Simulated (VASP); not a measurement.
Set up this calculation in VASP 6.6.1, as the native input.

```
Task                   : single point
Functional             : PBE
Potentials or basis    : VASP PAW PBE potentials, release 64 (Mg, O)
Cutoff                 : 520 eV
k mesh                 : 6 × 6 × 6
Occupations            : gaussian, width 0.01 eV
Spin                   : no spin polarisation
Dipole correction      : no
Further INCAR settings : ALGO = Normal; EDIFF = 1e-07; NBANDS = 11
```

The structure of MgO lies in POSCAR:

```
MgO
1.0
    0.0000000000      2.1021674155      2.0601240671
    2.1021674155      0.0000000000      2.0601240671
    2.1021674155      2.1021674155      0.0000000000
Mg O
1 1
Direct
    0.0000000000      0.0000000000      0.0000000000
    0.5000000000      0.5000000000      0.5000000000
```

This cell differs from its parent crystal: uniaxial z strain -2.0%.

The input as run:

INCAR

```
ALGO = Normal
EDIFF = 1E-7
ENCUT = 520
GGA = PE
ISIF = 2
ISMEAR = 0
LASPH = T
LCHARG = F
LREAL = F
LWAVE = F
NBANDS = 11
NELM = 80
PREC = Accurate
SIGMA = 0.01
```

KPOINTS

```
k-points
0
Gamma
  6 6 6
```

Potentials or basis: VASP PAW PBE potentials, release 64 (Mg, O).

Command:

```console
$ cat potpaw_PBE.64/Mg/POTCAR potpaw_PBE.64/O/POTCAR > POTCAR
$ mpirun -np 1 vasp_std > vasp.out
```

Results of the run:

```yaml
Pressure: 8.7 GPa
Band_gap_on_the_k_mesh: 4.96 eV, direct
```

Caveat: the k points lie up to 0.43 Å⁻¹ apart; the cell differs from its parent crystal (uniaxial z strain -2.0%).

Wall time 5.8 s on 1 thread of Intel Xeon 6975P-C (shared host), peak memory 0.14 GiB.
